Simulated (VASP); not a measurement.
Here is a VASP 6.6.1 calculation.

Contents of POSCAR:

```
Ta2N
1.0
    3.1128615060      0.0000000000      0.0000000000
   -1.5564307530      2.6958171426      0.0000000000
    0.0000000000      0.0000000000      4.8698410000
Ta N
2 1
Direct
    0.3333333333      0.6666666667      0.2547110000
    0.6666666667      0.3333333333      0.7452890000
    0.0000000000      0.0000000000      0.0000000000
```

Contents of INCAR.step1:

```
  PREC = Accurate
  ENCUT = 520
  EDIFF = 1E-5
  ISMEAR = -1
  SIGMA = 0.05
  LREAL = F
  LASPH = T
  NELM = 100
  ALGO = Normal
  ISIF = 2
  LWAVE = T
  LCHARG = F
  NBANDS = 20
  GGA = PE
  KPAR = 4
```

INCAR.step2

```
  PREC = Accurate
  ENCUT = 520
  EDIFF = 1E-7
  ISMEAR = -1
  SIGMA = 0.05
  LREAL = F
  LASPH = T
  NELM = 100
  ALGO = Normal
  ISIF = 2
  LWAVE = F
  LCHARG = F
  GGA = PE
  LHFCALC = T
  AEXX = 0.25
  PRECFOCK = Normal
  NBANDS = 20
  ISTART = 1
  KPAR = 4
```

KPOINTS

```
Automatic mesh
0
Gamma
  6 6 4
```

Potentials or basis: VASP PAW PBE potentials, release 64 (Ta_pv, N).

Run with:

```sh
$ cat potpaw_PBE.64/Ta_pv/POTCAR potpaw_PBE.64/N/POTCAR > POTCAR
$ cp INCAR.step1 INCAR
$ mpirun -np 4 vasp_std > vasp.out
$ cp INCAR.step2 INCAR
$ mpirun -np 4 vasp_std > vasp.out
```

**Question.** Estimate the band gap on the k mesh.

**Answer.** Zero (an odd number of electrons rules out a gap without spin polarisation).

**Question.** What does it give for the largest force?

**Answer.** 0.652 eV/Å.

**Question.** Estimate the pressure.

**Answer.** -8.3 GPa.

Forces in eV/Å, atoms in the order of the input:
```
Ta   0.000  0.000 -0.652
Ta   0.000  0.000  0.652
N    0.000  0.000  0.000
```

Caveat: the k points lie up to 0.39 Å⁻¹ apart, too coarse for converged energies and pressures of a metal; the PAW data sets were made with another functional, which shifts forces and pressure a little; spin-orbit coupling is left out, which moves the levels of the heavy elements.
